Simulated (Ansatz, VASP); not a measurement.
**C in VASP and in Ansatz**

```
C
1.0
     1.27293   -2.26451    0.00000
     1.27293    2.26451    0.00000
     0.00000    0.00000    9.23067
C
4
Direct
  0.08333 0.91667 0.75030
  0.58333 0.41667 0.24970
  0.91667 0.08333 0.24970
  0.41667 0.58333 0.75030
```

Change from the starting cell: volume 13.304 Å^3 an atom, stretch along a over the lengths across it, relative to the relaxed cell 0.9736.

Alike in both runs: task single point; functional PBE; k mesh 21 × 21 × 6; occupations gaussian, width 0.15 eV; no spin polarisation.

|  | VASP | Ansatz |
| --- | --- | --- |
| version | VASP 6.6.1 | Ansatz 0.2.0 |
| potentials or method | VASP PAW PBE potentials, release 64 (C), cutoff 520 eV | scalar-relativistic, plane waves, PAW |
| valence electrons in the cell | 16 | 16 |

|  | VASP | Ansatz | Ansatz less VASP |
| --- | --- | --- | --- |
| gap on the k mesh at the Fermi level (eV) | 0.21 | 0.21 | -0.001 |
| least direct gap on the mesh (eV) | 0.21 | 0.21 | -0.001 |
| pressure (GPa) | -21.8 | -22.0 | -0.23 |
| traceless stress, the component that is largest in VASP (GPa) | 21.72 | 22.00 | +0.285 |
| rms of the force components (eV/Å) | 0.004 | 0.008 | +0.0044 |

Atom by atom the forces differ by 0.004 eV/Å (rms over components).
